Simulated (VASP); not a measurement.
Crystal: PbSe.

```
CELL_PARAMETERS angstrom
4.56884 0.00000 0.00000
-2.28442 3.95674 0.00000
0.00000 0.00000 5.71075
ATOMIC_POSITIONS crystal
Pb 0.33333 0.66667 0.25000
Pb 0.66667 0.33333 0.75000
Se 0.66667 0.33333 0.25000
Se 0.33333 0.66667 0.75000
```

```yaml
Program: VASP 6.6.1
Task: relaxation of cell and atoms
Functional: PBE
Potentials_or_basis: VASP PAW PBE potentials, release 64 (Pb_d, Se)
Cutoff: 600 eV
k_mesh: 6 × 6 × 4
Occupations: fermi-dirac, width 0.02 eV
Spin: no spin polarisation
```

At the start: pressure 27.3 GPa; volume 25.81 Å³/atom.

**Question.** Where does the relaxation end?

**Answer.** Over 5 steps the energy falls by 698.7 meV/atom and the volume is 36.77 Å³/atom (+42.5 %); space group P6_3/mmc (No. 194, to 0.05 Å).

The path:
```
step  energy change (eV)  largest force (eV/Å)  pressure (GPa)  volume (Å³)
   1              0.0000                0.0000           27.34       103.24
   2             -2.1039                0.0000           -4.93       183.80
   3             -2.7943                0.0000            0.14       146.51
   4             -2.7945                0.0000           -0.09       147.48
   5             -2.7947                0.0000            0.01       147.07
```

Final structure:
```xyz
4
Lattice="5.2079 0.0000 0.0000 -2.6039 4.5101 0.0000 0.0000 0.0000 6.2614" Properties=species:S:1:pos:R:3 pbc="T T T"
Pb    0.0000    3.0068    1.5654
Pb    2.6039    1.5034    4.6961
Se    2.6039    1.5034    1.5654
Se    0.0000    3.0068    4.6961
```

Caveat: the volume moved by over 15 % at a fixed basis, so the end points are rough.
